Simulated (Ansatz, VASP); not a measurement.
WS2: VASP beside Ansatz

File INCAR:

```
PREC = Accurate ; ENCUT = 520
EDIFF = 1E-8 ; ISMEAR = -1
SIGMA = 0.08 ; LREAL = False
LASPH = True ; NELM = 100
ALGO = Normal ; ISIF = 2
LWAVE = False ; LCHARG = False
LEFG = True ; NBANDS = 20
```

KPOINTS

```
regular mesh
0
Gamma
  13 13 13
```

Contents of POSCAR:

```
WS2
1.0
    1.5467668421      0.8930262526      6.0375124514
   -1.5467668421      0.8930262526      6.0375124514
    0.0000000000     -1.7860525053      6.0375124514
W S
1 2
Direct
    0.0000000000      0.0000000000      0.0000000000
    0.7503000000      0.7503000000      0.7503000000
    0.5810000000      0.5810000000      0.5810000000
```

Input for Ansatz:

```yaml
crystal:
  lattice:
    - [1.5467668421, 0.8930262526, 6.0375124514]
    - [-1.5467668421, 0.8930262526, 6.0375124514]
    - [0.0, -1.7860525053, 6.0375124514]
  atoms:
    - { symbol: W, position: [0.0, 0.0, 0.0] }
    - { symbol: S, position: [0.7503, 0.7503, 0.7503] }
    - { symbol: S, position: [0.581, 0.581, 0.581] }
kpoints:
  mp_grid: { grid: [13, 13, 13] }
scf:
  occupations: { method: fermi_dirac, width: 0.08 }
hamiltonian:
  xc: lda
  pseudopotentials: { kind: all_electron, datasets: crystal }
output:
  forces: true
  stress: true
  eigenvalues: true
  efg: { contact_densities: true }
```

Change from the starting cell: volume scaled by 0.94, crystal datasets.

Alike in both runs: task electric field gradients; functional LDA; k mesh 13 × 13 × 13; occupations fermi-dirac, width 0.08 eV; no spin polarisation.

```csv
,VASP,Ansatz
version,VASP 6.6.1,Ansatz 0.2.0
potentials or method,"VASP PAW LDA potentials, release 64 (W_sv, S), cutoff 520 eV","all-electron PAW with datasets made for the crystal, scalar-relativistic"
```

|  | VASP | Ansatz | Ansatz less VASP |
| --- | --- | --- | --- |
| pressure (GPa) | 8.3 | 7.8 | -0.46 |
| traceless stress, the component that is largest in VASP (GPa) | 1.01 | 0.99 | -0.015 |
| rms of the force components (eV/Å) | 0.528 | 0.506 | -0.0225 |
| size of Vzz on the site where it differs most (V/Å²) | 172.2 | 185.8 | +13.55 |

LDA's correlation is that of Perdew and Zunger in VASP and of Perdew and Wang (1992) in Ansatz. Atom by atom the forces differ by 0.026 eV/Å (rms over components). Ansatz ran all-electron here, and VASP with PAW potentials.

Neither program's run includes spin-orbit coupling.
